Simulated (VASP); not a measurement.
Here is a VASP 6.6.1 calculation.

INCAR

```
PREC = Accurate
ENCUT = 520
EDIFF = 1E-7
ISMEAR = 0
SIGMA = 0.1
LREAL = Auto
LASPH = T
NELM = 60
ALGO = Normal
ISIF = 2
LWAVE = F
LCHARG = F
GGA = PE
NBANDS = 58
```

KPOINTS

```
regular mesh
0
Gamma
  3 3 3
```

POSCAR

```
Al
1.0
    0.0000000000      6.0621852160     -6.0621852160
    6.0621852160      6.0621852160      0.0000000000
    6.0621852160      0.0000000000     -6.0621852160
Al
26
Direct
    0.6666666154      0.2250517679      0.6666666154
    0.6666666979      0.6715703752      0.6666666979
    0.3418523067      1.0012828351      0.6667386192
    0.3163939952      0.3428346258      0.6595801444
    0.3444218422      0.6537850394      0.6686870915
    0.0169392713     -0.0145244655      0.6737530865
   -0.0110885758      0.3335607422      0.6646463043
   -0.0085189578      0.6765404477      0.6665946942
    0.6667386192      1.0012828351      0.3418523067
    0.6595802269      0.3428345433      0.3163940777
    0.6686870915      0.6537850394      0.3444218422
    0.3308825000      0.0036475296      0.3308825000
    0.3279049434      0.3374719556      0.3279049434
    0.3279225938      0.6731779638      0.3279225938
   -0.0107206391      0.0047191729      0.3440539056
   -0.0060628303      0.3299942065      0.3393960967
   -0.0036835727      0.6669336808      0.3370168392
    0.6737530865     -0.0145244655      0.0169392713
    0.6646462219      0.3335606597     -0.0110884933
    0.6665946942      0.6765404477     -0.0085189578
    0.3440539056      0.0047191729     -0.0107206391
    0.3393960967      0.3299942065     -0.0060628303
    0.3370168392      0.6669336808     -0.0036835727
    0.0054106727     -0.0043100795      0.0054106727
    0.0024508489      0.3320791807      0.0024508489
    0.0054284056      0.6599484934      0.0054284056
```

Potentials or basis: VASP PAW PBE potentials, release 64 (Al).

Run with:

```bash
$ cat potpaw_PBE.64/Al/POTCAR > POTCAR
$ mpirun -np 1 vasp_std > vasp.out
```

**Question.** Predict the pressure.

**Answer.** -0.3 GPa.

**Question.** Predict the band gap on the k mesh.

**Answer.** Zero (band 39 reaches 7.94 eV, above the bottom of band 40 at 7.33 eV).

**Question.** Estimate the largest force.

**Answer.** 0.401 eV/Å.

Stress tensor (GPa, compression positive):
```
-0.63  0.03  0.00
 0.03 -0.63  0.00
 0.00  0.00  0.27
```
